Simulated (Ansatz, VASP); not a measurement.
**Sb: VASP beside Ansatz**

```xyz
1
Lattice="-1.6837 1.6837 1.6837 1.6837 -1.6837 1.6837 1.6837 1.6837 -1.6837" Properties=species:S:1:pos:R:3 pbc="T T T"
Sb    0.0000    0.0000    0.0000
```

Change from the starting cell: volume scaled by 0.7, LAPW.

Alike in both runs: task single point; functional PBE; k mesh 16 × 16 × 16; occupations fermi-dirac, width 0.1 eV; no spin polarisation.

```csv
,VASP,Ansatz
version,VASP 6.6.1,Ansatz 0.2.0
potentials or method,"VASP PAW PBE potentials, release 64 (Sb), cutoff 500 eV","all-electron LAPW, scalar-relativistic"
```

```csv
,VASP,Ansatz,Ansatz less VASP
pressure (GPa),48.3,47.9,-0.36
```

Both programs put the cell under a high pressure, so it lies far from rest at this level. Ansatz ran all-electron here, and VASP with PAW potentials.

Spin-orbit coupling is off throughout.
